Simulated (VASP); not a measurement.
Write the native input for VASP 6.6.1 that does the following.

- Task: single point
- Functional: PBEsol
- Potentials or basis: VASP PAW PBE potentials, release 64 (Au)
- Cutoff: 520 eV
- k mesh: 20 × 20 × 20
- Occupations: gaussian, width 0.15 eV
- Spin: no spin polarisation
- Dipole correction: no
- Further INCAR settings: ALGO = Normal; EDIFF = 1e-07; NBANDS = 12

The structure of Au lies in POSCAR:

```
Au
1.0
    0.0000000000      2.1273200000      2.0455000000
    2.1273200000      0.0000000000      2.0455000000
    2.1273200000      2.1273200000      0.0000000000
Au
1
Direct
    0.0000000000      0.0000000000      0.0000000000
```

This cell differs from its parent crystal: strain +0.040 along x and y, +0.000 along z.

One way to write it, as run:

INCAR

```
SYSTEM = Au
PREC = Accurate
ENCUT = 520
EDIFF = 1E-7
ISMEAR = 0
SIGMA = 0.15
LREAL = .FALSE.
LASPH = .TRUE.
NELM = 80
ALGO = Normal
ISIF = 2
LWAVE = .FALSE.
LCHARG = .TRUE.
GGA = PS
LELF = .TRUE.
LVHAR = .TRUE.
NBANDS = 12
```

KPOINTS

```
regular mesh
0
G
  20 20 20
  0 0 0
```

Potentials or basis: VASP PAW PBE potentials, release 64 (Au).

The run is started by

```console
$ cat potpaw_PBE.64/Au/POTCAR > POTCAR
$ mpirun -np 1 vasp_std > vasp.out
```

Results of the run:

```json
{
 "Pressure": "-11.7 GPa"
}
```

Caveat: the cell differs from its parent crystal (strain +0.040 along x and y, +0.000 along z); the PAW data sets were made with another functional, which shifts forces and pressure a little.

It took 2.3 min on 1 thread of Intel Xeon 6975P-C (shared host), peak memory 0.26 GiB.
